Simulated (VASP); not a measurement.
# C (I4_1/amd) in VASP: notebook

Runs on C. Level: PBE. Tasks: single point.

Everything below comes from runs of VASP 6.6.1. Logs are shortened: lines on timing, memory, paths and dates and some standing lists are left out, and cuts for length are marked.

### 1 The cell of the first run

It takes space group I4_1/amd (No. 141, tetragonal). The conventional cell has a = 2.522 Å, b = 2.522 Å, c = 3.460 Å, α = 90.00°, β = 90.00°, γ = 90.00°. Within 2.0 Å of C (site symmetry -4m2) lie 4 C at 1.53 Å.

### 2 Single point, PBE (zz strain of -3 %)

File INCAR:

```
PREC = Accurate ; ENCUT = 520
EDIFF = 1E-7 ; ISMEAR = -1
SIGMA = 0.08 ; LREAL = False
LASPH = True ; NELM = 100
ALGO = Normal ; ISIF = 2
LWAVE = False ; LCHARG = False
GGA = PE ; NBANDS = 11
```

File KPOINTS:

```
Automatic mesh
0
Gamma
  20 20 20
```

File POSCAR:

```
C
1.0
    0.0000000000      1.7834000000      1.7298980000
    1.7834000000      0.0000000000      1.7298980000
    1.7834000000      1.7834000000      0.0000000000
C
2
Direct
    0.5000000000      0.5000000000      0.5000000000
    0.7500000000      0.7500000000      0.7500000000
```

Potentials or basis: VASP PAW PBE potentials, release 64 (C).

Command:

```bash
> cat potpaw_PBE.64/C/POTCAR > POTCAR
> mpirun -np 1 vasp_std > vasp.out
```

OUTCAR:

```text
PREC = Accurate
   ENCUT = 520
   EDIFF = 1E-7
   ISMEAR = -1
   LREAL = False
   LASPH = True
   NELM = 100
   ISIF = 2
   GGA = PE

 ion  position               nearest neighbor table
   1  0.500  0.500  0.500-   2 1.53   2 1.53   2 1.53   2 1.53
   2  0.750  0.750  0.750-   1 1.53   1 1.53   1 1.53   1 1.53

  LATTYP: Found a body centered tetragonal cell.
 ALAT       =     2.5221084671
 C/A-ratio  =     1.3717871555

  Lattice vectors:

 A1 = (   0.0000000000,  -1.7834000000,  -1.7298980000)
 A2 = (   0.0000000000,   1.7834000000,  -1.7298980000)
 A3 = (   1.7834000000,   0.0000000000,   1.7298980000)

Analysis of symmetry for initial positions (statically):
=====================================================================
 Subroutine PRICEL returns:
 Original cell was already a primitive cell.

 Routine SETGRP: Setting up the symmetry group for a
 body centered tetragonal supercell.

 Subroutine GETGRP returns: Found 16 space group operations
 (whereof  8 operations were pure point group operations)
 out of a pool of 16 trial point group operations.

The static configuration has the point symmetry D_2d.
 The point group associated with its full space group is D_4h.

Analysis of symmetry for dynamics (positions and initial velocities):
=====================================================================
 Subroutine PRICEL returns:
 Original cell was already a primitive cell.

 Routine SETGRP: Setting up the symmetry group for a
 body centered tetragonal supercell.

 Subroutine GETGRP returns: Found 16 space group operations
 (whereof  8 operations were pure point group operations)
 out of a pool of 16 trial point group operations.

The dynamic configuration has the point symmetry D_2d.
 The point group associated with its full space group is D_4h.

 Subroutine INISYM returns: Found 16 space group operations
 (whereof  8 operations are pure point group operations),
 and found     1 'primitive' translations

----------------------------------------------------------------------------------------

                                     Primitive cell

  volume of cell :      11.0039

  direct lattice vectors                    reciprocal lattice vectors
     0.000000000  1.783400000  1.729898000    -0.280363351  0.280363351  0.289034382
     1.783400000  0.000000000  1.729898000     0.280363351 -0.280363351  0.289034382
     1.783400000  1.783400000  0.000000000     0.280363351  0.280363351 -0.289034382

  length of vectors
[... 78 lines left out ...]
   LSORBIT =      F    spin-orbit coupling
   LASPH  =      T    aspherical Exc in radial PAW
   ENCUT  =  520.0 eV  38.22 Ry    6.18 a.u.   4.62  4.62  4.69*2*pi/ulx,y,z
   NELM   =    100;   NELMIN=  2; NELMDL= -5     # of ELM steps
   EDIFF  = 0.1E-06   stopping-criterion for ELM
   LREAL  =      F    real-space projection
   EDIFFG = 0.1E-05   stopping-criterion for IOM
   NSW    =      0    number of steps for IOM
   IBRION =     -1    ionic relax: 0-MD 1-quasi-New 2-CG
   NFREE  =      0    steps in history (QN), initial steepest desc. (CG)
   ISIF   =      2    stress and relaxation
   ISYM   =      2    0-nonsym 1-usesym 2-fastsym
   POTIM  = 0.5000    time-step for ionic-motion
   TEBEG  =    0.0;   TEEND  =   0.0 temperature during run
   PSTRESS=    0.0 pullay stress
   NELECT =       8.0000    total number of electrons
   NUPDOWN=      -1.0000    fix difference up-down
   EMIN   =  10.00;   EMAX   =-10.00  energy-range for DOS
   EFERMI =   0.00;   METHOD = LEGACY
   ISMEAR =    -1;   SIGMA  =   0.08  broadening in eV -4-tet -1-fermi 0-gaus
   EFERMI_NEDOS =   21; number of points for ismear=-14 and -15
   IALGO  =     38    algorithm
   IMIX   =      4    mixing-type and parameters
     AMIX     =   0.40;   BMIX     =  1.00
     AMIX_MAG =   1.60;   BMIX_MAG =  1.00
  volume/ion in A,a.u.               =       5.50        37.13
  Fermi-wavevector in a.u.,A,eV,Ry     =   1.472049  2.781769 29.482834  2.166927
  Thomas-Fermi vector in A             =   2.587110
   LORBIT       =      0    0 simple, 1 ext, 2 COOP (PROOUT), +10 PAW based schemes
   GGA     = PE    functional components
[... 5 lines left out ...]
 non-spin polarized calculation
  energy-cutoff  :      520.00
  volume of cell :       11.00
 maximum number of plane-waves:       308
   NGX =  9   NGY =  9   NGZ =  9

 number of electron       8.0000000 magnetization

 Free energy of the ion-electron system (eV)
  ---------------------------------------------------
  ext. energy  EPLUGINS =         0.00000000
  ---------------------------------------------------
  free energy    TOTEN  =       -18.14482518 eV

  energy without entropy =      -18.14482518  energy(sigma->0) =      -18.14482518

 E-fermi :  11.7370     XC(G=0): -13.4055

 val. band max:       10.4786311282   @ k =   0.0000   0.0000   0.0000
 cond. band min:      13.8943666956   @ k =   0.3500   0.3500   0.0000
 fundamental gap:      3.4157355674
 Fermi energy:        11.7369659067

 k-point     1 :       0.0000    0.0000    0.0000
  band No.  band energies     occupation
      1     -11.7141      2.00000
      2      10.0252      2.00000
      3      10.0252      2.00000
      4      10.4786      2.00000
      5      15.6042      0.00000
      6      15.9871      0.00000
      7      15.9871      0.00000
      8      24.1985      0.00000
      9      29.8739      0.00000
     10      36.2428      0.00000
     11      37.5065      0.00000
[... 309 lines left out ...]
 k-point    24 :      -0.3500    0.0500    0.0000
  band No.  band energies     occupation
      1      -7.9704      2.00000
      2      -0.3792      2.00000
      3       7.3389      2.00000
      4       7.4974      2.00000
      5      18.5319      0.00000
      6      18.5601      0.00000
      7      19.8270      0.00000
      8      25.8914      0.00000
      9      31.6421      0.00000
     10      33.3164      0.00000
     11      34.7223      0.00000

 [... further k-points ...]
[... 5 lines left out ...]
  --------------------------------------------------------------------------------------
  -------------------------------------------------------------------------------------
  Total        0.5002521      0.5002521      2.4456676      0.0000000      0.0000000      0.0000000
  in kB       72.8369036     72.8369036    356.0901784      0.0000000      0.0000000      0.0000000
  external PRESSURE =     167.2546618 kB  Pullay stress =       0.0000000 kB

 VOLUME and BASIS-vectors are now :
 -----------------------------------------------------------------------------
  energy-cutoff  :      520.00
  volume of cell :       11.00
      direct lattice vectors                 reciprocal lattice vectors
     0.000000000  1.783400000  1.729898000    -0.280363351  0.280363351  0.289034382
     1.783400000  0.000000000  1.729898000     0.280363351 -0.280363351  0.289034382
     1.783400000  1.783400000  0.000000000     0.280363351  0.280363351 -0.289034382

 POSITION                                       TOTAL-FORCE (eV/Angst)
 -----------------------------------------------------------------------------------
      1.78340      1.78340      1.72990         0.000000      0.000000      0.000000
      2.67510      2.67510      2.59485         0.000000      0.000000     -0.000000
 -----------------------------------------------------------------------------------
    total drift:                                0.000000     -0.000000      0.000000

  FREE ENERGIE OF THE ION-ELECTRON SYSTEM (eV)
  ---------------------------------------------------
  free  energy   TOTEN  =       -18.1448251790 eV

  energy  without entropy=      -18.1448251789  energy(sigma->0) =      -18.14482518
```

OSZICAR:

```text
N       E                     dE             d eps       ncg     rms          rms(c)
DAV:   1     0.123734951508E+01    0.12373E+01   -0.47935E+03 14826   0.700E+02
DAV:   2    -0.184894313793E+02   -0.19727E+02   -0.19079E+02 18372   0.130E+02
DAV:   3    -0.188422289853E+02   -0.35280E+00   -0.35191E+00 16540   0.132E+01
DAV:   4    -0.188427641157E+02   -0.53513E-03   -0.53512E-03 15210   0.644E-01
DAV:   5    -0.188427646856E+02   -0.56996E-06   -0.56929E-06 16188   0.198E-02    0.578E+00
DAV:   6    -0.183190221811E+02    0.52374E+00   -0.27319E-01 14453   0.371E+00    0.345E+00
DAV:   7    -0.181428789523E+02    0.17614E+00   -0.33154E-01 15178   0.413E+00    0.807E-01
DAV:   8    -0.181447669129E+02   -0.18880E-02   -0.91202E-03 14840   0.721E-01    0.446E-02
DAV:   9    -0.181448045076E+02   -0.37595E-04   -0.61509E-05 16937   0.631E-02    0.251E-02
DAV:  10    -0.181448250919E+02   -0.20584E-04   -0.14946E-05 15208   0.344E-02    0.539E-03
DAV:  11    -0.181448251790E+02   -0.87092E-07   -0.25076E-07 17136   0.457E-03
   1 F= -.18144825E+02 E0= -.18144825E+02  d E =-.110543E-09
```

stdout:

```text
POSCAR found type information on POSCAR C
 POSCAR found :  1 types and       2 ions
 scaLAPACK will be used
 LDA part: xc-table for (Slater+PW92), standard interpolation
 POSCAR, INCAR and KPOINTS ok, starting setup
 FFT: planning ... GRIDC
 FFT: planning ... GRID_SOFT
 FFT: planning ... GRID
 WAVECAR not read
 entering main loop
```

It took 22 s on 1 thread of Intel Xeon 6975P-C (Granite Rapids), shared host; peak memory 0.16 GiB.

What came out:

* Free energy: -18.1448 eV
* Pressure: 16.7 GPa
* Band gap on the k mesh: 3.42 eV, indirect (least direct gap 5.13 eV)

Stress tensor (GPa, compression positive):
```
 7.28  0.00  0.00
 0.00  7.28  0.00
 0.00  0.00 35.61
```

Caveat: the cell differs from its parent crystal (zz strain of -3 %). A k mesh can miss the band edges.

### 3 Single point, PBE (zz strain of -2 %)

File INCAR:

```
SYSTEM = C
ALGO = Normal
EDIFF = 1E-6
ENCUT = 520
GGA = PE
ISIF = 2
ISMEAR = -1
LASPH = .TRUE.
LCHARG = .FALSE.
LREAL = .FALSE.
LWAVE = .FALSE.
NBANDS = 11
NELM = 60
PREC = Accurate
SIGMA = 0.08
```

File KPOINTS:

```
k-points
0
G
  20 20 20
  0 0 0
```

File POSCAR:

```
C
1.0
    0.0000000000      1.7834000000      1.7477320000
    1.7834000000      0.0000000000      1.7477320000
    1.7834000000      1.7834000000      0.0000000000
C
2
Direct
    0.5000000000      0.5000000000      0.5000000000
    0.7500000000      0.7500000000      0.7500000000
```

Potentials or basis: VASP PAW PBE potentials, release 64 (C).

Command:

```bash
> cat potpaw_PBE.64/C/POTCAR > POTCAR
> mpirun -np 1 vasp_std > vasp.out
```

Wall time 24 s (1 thread of Intel Xeon 6975P-C (Granite Rapids), shared host); peak memory 0.17 GiB.

The run converged. Its results:

```
Free energy            : -18.1662 eV
Pressure               : 11.7 GPa
Band gap on the k mesh : 3.66 eV, indirect (least direct gap 5.28 eV)
```

Stress tensor (GPa, compression positive):
```
 5.47  0.00  0.00
 0.00  5.47  0.00
 0.00  0.00 24.27
```

Levels at points of the mesh, in eV from the valence-band top:
```csv
k point,band 2,band 3,band 4,band 5,band 6,band 7
"(0.00, 0.00, 0.00)",-0.30,-0.30,0.00,5.28,5.53,5.53
"(0.50, 0.00, 0.00)",-13.80,-3.23,-2.87,8.23,8.25,9.12
"(0.50, 0.50, 0.00)",-12.89,-6.82,-6.82,4.28,4.28,16.98
"(0.50, 0.00, 0.50)",-13.21,-6.52,-6.52,4.76,4.76,16.86
```

Caveat: the cell differs from its parent crystal (zz strain of -2 %).

### 4 Single point, PBE (equal xx and yy strain of -1 %)

File INCAR:

```
SYSTEM = C
PREC = Accurate
ENCUT = 520
EDIFF = 1E-6
ISMEAR = -1
SIGMA = 0.08
LREAL = .False.
LASPH = .True.
NELM = 100
ALGO = Normal
ISIF = 2
LWAVE = .False.
LCHARG = .False.
GGA = PE
NBANDS = 11
```

File KPOINTS:

```
Automatic mesh
0
Gamma
  20 20 20
  0 0 0
```

File POSCAR:

```
C
1.0
    0.0000000000      1.7655660000      1.7834000000
    1.7655660000      0.0000000000      1.7834000000
    1.7655660000      1.7655660000      0.0000000000
C
2
Direct
    0.5000000000      0.5000000000      0.5000000000
    0.7500000000      0.7500000000      0.7500000000
```

Command:

```bash
> cat potpaw_PBE.64/C/POTCAR > POTCAR
> mpirun -np 1 vasp_std > vasp.out
```

It took 24 s on 1 thread of Intel Xeon 6975P-C (Granite Rapids), shared host; peak memory 0.17 GiB.

It converged, with:

- Free energy: -18.1729 eV
- Pressure: 11.7 GPa
- Band gap on the k mesh: 4.05 eV, indirect (least direct gap 5.55 eV)

Stress tensor (GPa, compression positive):
```
14.90  0.00  0.00
 0.00 14.90  0.00
 0.00  0.00  5.25
```

Levels at points of the mesh, in eV from the valence-band top:
| k point | band 1 | band 2 | band 3 | band 4 | band 5 | band 6 | band 7 | band 8 |
| --- | --- | --- | --- | --- | --- | --- | --- | --- |
| (0.00, 0.00, 0.00) | -21.80 | -0.16 | 0.00 | 0.00 | 5.55 | 5.55 | 5.68 | 13.74 |
| (0.50, 0.00, 0.00) | -15.91 | -13.65 | -3.00 | -2.81 | 8.39 | 8.54 | 9.12 | 15.83 |
| (0.50, 0.50, 0.00) | -13.06 | -13.06 | -6.37 | -6.37 | 4.91 | 4.91 | 17.03 | 17.03 |
| (0.50, 0.00, 0.50) | -12.90 | -12.90 | -6.52 | -6.52 | 4.67 | 4.67 | 17.08 | 17.08 |

Caveat: the cell differs from its parent crystal (equal xx and yy strain of -1 %). A k mesh can miss the band edges.

### 5 Single point, PBE (zz strain of -1 %)

File INCAR:

```
SYSTEM = C
PREC = Accurate ; ENCUT = 520
EDIFF = 1E-6 ; ISMEAR = -1
SIGMA = 0.08 ; LREAL = .False.
LASPH = .True. ; NELM = 80
ALGO = Normal ; ISIF = 2
LWAVE = .False. ; LCHARG = .False.
GGA = PE ; NBANDS = 11
```

KPOINTS is that of step 4.

File POSCAR:

```
C
1.0
    0.0000000000      1.7834000000      1.7655660000
    1.7834000000      0.0000000000      1.7655660000
    1.7834000000      1.7834000000      0.0000000000
C
2
Direct
    0.5000000000      0.5000000000      0.5000000000
    0.7500000000      0.7500000000      0.7500000000
```

Potentials or basis: VASP PAW PBE potentials, release 64 (C).

Command:

```bash
> cat potpaw_PBE.64/C/POTCAR > POTCAR
> mpirun -np 1 vasp_std > vasp.out
```

OUTCAR:

```text
SYSTEM = C
   PREC = Accurate
   ENCUT = 520
   EDIFF = 1E-6
   ISMEAR = -1
   LREAL = .False.
   LASPH = .True.
   NELM = 80
   ISIF = 2
   GGA = PE

 ion  position               nearest neighbor table
   1  0.500  0.500  0.500-   2 1.54   2 1.54   2 1.54   2 1.54
   2  0.750  0.750  0.750-   1 1.54   1 1.54   1 1.54   1 1.54

  LATTYP: Found a body centered tetragonal cell.
 ALAT       =     2.5221084671
 C/A-ratio  =     1.4000714267

  Lattice vectors:

 A1 = (   0.0000000000,  -1.7834000000,  -1.7655660000)
 A2 = (   0.0000000000,   1.7834000000,  -1.7655660000)
 A3 = (   1.7834000000,   0.0000000000,   1.7655660000)

Analysis of symmetry for initial positions (statically):
=====================================================================
 Subroutine PRICEL returns:
 Original cell was already a primitive cell.

 Routine SETGRP: Setting up the symmetry group for a
 body centered tetragonal supercell.

 Subroutine GETGRP returns: Found 16 space group operations
 (whereof  8 operations were pure point group operations)
 out of a pool of 16 trial point group operations.

The static configuration has the point symmetry D_2d.
[... 166 lines left out ...]
 fundamental gap:      3.8970430825
 Fermi energy:        11.2829306392

 k-point     1 :       0.0000    0.0000    0.0000
  band No.  band energies     occupation
      1     -11.7368      2.00000
      2       9.8252      2.00000
      3       9.8252      2.00000
      4       9.9760      2.00000
      5      15.4104      0.00000
      6      15.5356      0.00000
      7      15.5356      0.00000
      8      23.4357      0.00000
      9      29.2987      0.00000
     10      36.2563      0.00000
     11      36.7680      0.00000
[... 309 lines left out ...]
 k-point    24 :      -0.3500    0.0500    0.0000
  band No.  band energies     occupation
      1      -8.0346      2.00000
      2      -0.5566      2.00000
      3       6.9213      2.00000
      4       7.4184      2.00000
      5      18.1838      0.00000
      6      18.4097      0.00000
      7      18.9976      0.00000
      8      25.3150      0.00000
      9      31.0854      0.00000
     10      32.8265      0.00000
     11      34.3072      0.00000

 [... further k-points ...]
[... 5 lines left out ...]
  --------------------------------------------------------------------------------------
  -------------------------------------------------------------------------------------
  Total        0.2705008      0.2705008      0.9259263      0.0000000      0.0000000      0.0000000
  in kB       38.5893635     38.5893635    132.0917043      0.0000000      0.0000000      0.0000000
  external PRESSURE =      69.7568104 kB  Pullay stress =       0.0000000 kB

 VOLUME and BASIS-vectors are now :
 -----------------------------------------------------------------------------
  energy-cutoff  :      520.00
  volume of cell :       11.23
      direct lattice vectors                 reciprocal lattice vectors
     0.000000000  1.783400000  1.765566000    -0.280363351  0.280363351  0.283195304
     1.783400000  0.000000000  1.765566000     0.280363351 -0.280363351  0.283195304
     1.783400000  1.783400000  0.000000000     0.280363351  0.280363351 -0.283195304

 POSITION                                       TOTAL-FORCE (eV/Angst)
 -----------------------------------------------------------------------------------
      1.78340      1.78340      1.76557         0.000000      0.000000      0.000000
      2.67510      2.67510      2.64835        -0.000000     -0.000000      0.000000
 -----------------------------------------------------------------------------------
    total drift:                                0.000000     -0.000000      0.000000

  FREE ENERGIE OF THE ION-ELECTRON SYSTEM (eV)
  ---------------------------------------------------
  free  energy   TOTEN  =       -18.1795780713 eV

  energy  without entropy=      -18.1795780712  energy(sigma->0) =      -18.17957807
```

OSZICAR:

```text
N       E                     dE             d eps       ncg     rms          rms(c)
DAV:   1     0.115656866146E+01    0.11566E+01   -0.47820E+03 14853   0.698E+02
DAV:   2    -0.184696155203E+02   -0.19626E+02   -0.19019E+02 18441   0.128E+02
DAV:   3    -0.188372852729E+02   -0.36767E+00   -0.36687E+00 16509   0.133E+01
DAV:   4    -0.188378540523E+02   -0.56878E-03   -0.56877E-03 15154   0.662E-01
DAV:   5    -0.188378547135E+02   -0.66124E-06   -0.66121E-06 16119   0.210E-02    0.563E+00
DAV:   6    -0.183438858015E+02    0.49397E+00   -0.25770E-01 14399   0.358E+00    0.337E+00
DAV:   7    -0.181776736013E+02    0.16621E+00   -0.31478E-01 15232   0.401E+00    0.774E-01
DAV:   8    -0.181795175831E+02   -0.18440E-02   -0.87972E-03 14777   0.703E-01    0.440E-02
DAV:   9    -0.181795573159E+02   -0.39733E-04   -0.61980E-05 17058   0.634E-02    0.248E-02
DAV:  10    -0.181795779933E+02   -0.20677E-04   -0.15366E-05 15179   0.346E-02    0.537E-03
DAV:  11    -0.181795780713E+02   -0.77963E-07   -0.24781E-07 12281   0.458E-03
   1 F= -.18179578E+02 E0= -.18179578E+02  d E =-.124813E-09
```

stdout:

```text
POSCAR found type information on POSCAR C
 POSCAR found :  1 types and       2 ions
 scaLAPACK will be used
 LDA part: xc-table for (Slater+PW92), standard interpolation
 POSCAR, INCAR and KPOINTS ok, starting setup
 FFT: planning ... GRIDC
 FFT: planning ... GRID_SOFT
 FFT: planning ... GRID
 WAVECAR not read
 entering main loop
```

Wall time 24 s (1 thread of Intel Xeon 6975P-C (Granite Rapids), shared host); peak memory 0.17 GiB.

Results:

```yaml
Free_energy: -18.1796 eV
Pressure: 7.0 GPa
Band_gap_on_the_k_mesh: 3.90 eV, indirect (least direct gap 5.43 eV)
```

Stress tensor (GPa, compression positive):
```
 3.86  0.00  0.00
 0.00  3.86  0.00
 0.00  0.00 13.21
```

Caveat: the cell differs from its parent crystal (zz strain of -1 %). A k mesh can miss the band edges.

### 6 The runs side by side

```tsv
cell	gap on the mesh (eV)	pressure (GPa)
a = 2.485, b = 2.485, c = 2.522 Å, angles 59.5, 59.5, 61.0°, 2 atoms	3.42	16.7
a = 2.497, b = 2.497, c = 2.522 Å, angles 59.7, 59.7, 60.7°, 2 atoms	3.66	11.7
a = 2.510, b = 2.510, c = 2.497 Å, angles 60.2, 60.2, 59.7°, 2 atoms	4.05	11.7
a = 2.510, b = 2.510, c = 2.522 Å, angles 59.8, 59.8, 60.3°, 2 atoms	3.90	7.0
```

Alike in all rows: task single point; level PBE; potentials or basis VASP PAW PBE potentials, release 64 (C); no spin polarisation; k mesh 20 × 20 × 20; cutoff (eV) 520; smearing fermi-dirac 0.08 eV.

Absolute energies hang on the potentials; compare differences alone.
